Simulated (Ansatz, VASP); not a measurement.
**One calculation of LiH, two programs**

Contents of INCAR:

```
PREC = Accurate
ENCUT = 750
EDIFF = 1E-7
ISMEAR = 0
SIGMA = 0.02
LREAL = F
LASPH = T
NELM = 120
ALGO = Normal
ISIF = 3
LWAVE = F
LCHARG = F
GGA = PE
IVDW = 12
IBRION = 2
NSW = 70
EDIFFG = -0.02
GGA_COMPAT = F
NELMIN = 4
```

KPOINTS

```
regular mesh
0
Gamma
  10 10 10
```

The input POSCAR:

```
LiH
1.0
    0.0000000000      2.0086190000      2.0086190000
    2.0086190000      0.0000000000      2.0086190000
    2.0086190000      2.0086190000      0.0000000000
Li H
1 1
Direct
    0.0000000000      0.0000000000      0.0000000000
    0.5000000000      0.5000000000      0.5000000000
```

Input for Ansatz:

```yaml
crystal:
  lattice:
    - [0.0, 2.008619, 2.008619]
    - [2.008619, 0.0, 2.008619]
    - [2.008619, 2.008619, 0.0]
  atoms:
    - { symbol: Li, position: [0.0, 0.0, 0.0] }
    - { symbol: H, position: [0.5, 0.5, 0.5] }
basis:
  ecutwfc: 420
kpoints:
  mp_grid: { grid: [10, 10, 10] }
hamiltonian:
  xc: pbe
  dispersion: d3bj
scf:
  occupations: { method: gaussian, width: 0.02 }
output:
  forces: true
  stress: true
  eigenvalues: true
relax:
  adjacent_minimum: "off"
  f_tol: 0.02
  max_steps: 50
  cell: { stress_tol: 0.1 }
```

Alike in both runs: task relaxation of cell and atoms; functional PBE; dispersion D3(BJ); k mesh 10 × 10 × 10; occupations gaussian, width 0.02 eV; no spin polarisation.

|  | VASP | Ansatz |
| --- | --- | --- |
| version | VASP 6.6.1 | Ansatz 0.2.0 |
| potentials or method | VASP PAW PBE potentials, release 64 (Li_sv, H), cutoff 750 eV | scalar-relativistic, plane waves, PAW |
| valence electrons in the cell | 4 | 4 |

```tsv
	VASP	Ansatz	Ansatz less VASP
gap on the k mesh at the Fermi level, each at its own relaxed structure (eV)	2.90	2.90	+0.008
relaxed volume (Å³/atom)	7.26	7.30	+0.045
relaxed cell length with the largest relative difference (Å)	2.738	2.743	+0.0056
```
